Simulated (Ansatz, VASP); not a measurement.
# KTaO3 in VASP and in Ansatz

Contents of INCAR:

```
SYSTEM = KTaO3
ALGO     = Normal         ! electronic algorithm
EDIFF    = 1E-6           ! SCF threshold, eV
ENCUT    = 520            ! plane-wave cutoff, eV
GGA      = CA             ! functional
ISIF     = 2              ! what is computed and relaxed
ISMEAR   = -1             ! smearing method
LASPH    = .True.         ! aspherical terms in the spheres
LCHARG   = .True.         ! write CHGCAR
LELF     = .True.         ! ELF
LREAL    = .False.        ! projectors in reciprocal space
LVHAR    = .True.       
LWAVE    = .False.        ! write WAVECAR
NBANDS   = 27             ! bands
NELM     = 80             ! most SCF steps
PREC     = Accurate       ! precision mode
SIGMA    = 0.01           ! smearing width, eV
```

KPOINTS

```
k-points
0
Gamma
  5 5 5
  0 0 0
```

The input POSCAR:

```
KTaO3
1.0
    4.0147133525      0.0000000000      0.0000000000
    0.0000000000      4.0147133525      0.0000000000
    0.0000000000      0.0000000000      4.0147133525
K Ta O
1 1 3
Direct
    0.5000000000      0.5000000000      0.5000000000
    0.0000000000      0.0000000000      0.0000000000
    0.5000000000      0.0000000000      0.0000000000
    0.0000000000      0.5000000000      0.0000000000
    0.0000000000      0.0000000000      0.5000000000
```

Input for Ansatz:

```yaml
crystal:
  lattice:
    - [4.0147133525, 0.0, 0.0]
    - [0.0, 4.0147133525, 0.0]
    - [0.0, 0.0, 4.0147133525]
  atoms:
    - { symbol: K, position: [0.5, 0.5, 0.5] }
    - { symbol: Ta, position: [0.0, 0.0, 0.0] }
    - { symbol: O, position: [0.5, 0.0, 0.0] }
    - { symbol: O, position: [0.0, 0.5, 0.0] }
    - { symbol: O, position: [0.0, 0.0, 0.5] }
kpoints:
  mp_grid: { grid: [5, 5, 5] }
  band_path:
    path:
      - [0.0, 0.0, 0.0]
      - [0.0, 0.5, 0.0]
      - [0.5, 0.5, 0.0]
      - [0.0, 0.0, 0.0]
      - [0.5, 0.5, 0.5]
      - [0.0, 0.5, 0.0]
      - [0.5, 0.5, 0.5]
      - [0.5, 0.5, 0.0]
    npoints: 5
scf:
  occupations: { method: fermi_dirac, width: 0.01 }
hamiltonian:
  xc: lda
  pseudopotentials: { kind: all_electron, lapw: { basis_error: 0.0005 } }
output:
  forces: true
  stress: true
  eigenvalues: true
```

Change from the starting cell: volume scaled by 1.02.

Alike in both runs: task single point; functional LDA; k mesh 5 × 5 × 5; occupations fermi-dirac, width 0.01 eV; no spin polarisation.

|  | VASP | Ansatz |
| --- | --- | --- |
| version | VASP 6.6.1 | Ansatz 0.2.0 |
| potentials or method | VASP PAW LDA potentials, release 64 (K_sv, Ta_pv, O), cutoff 520 eV | all-electron LAPW, scalar-relativistic |

Ansatz gave:

```
gap on the k mesh at the Fermi level (eV) : 2.14
pressure (GPa)                            : -9.2
```

**Question.** Estimate VASP's values.

**Answer.** gap on the k mesh at the Fermi level (eV): 2.09; pressure (GPa): -8.2.

LDA's correlation is that of Perdew and Zunger in VASP and of Perdew and Wang (1992) in Ansatz. Ansatz ran all-electron here, and VASP with PAW potentials.

Spin-orbit coupling is off throughout.
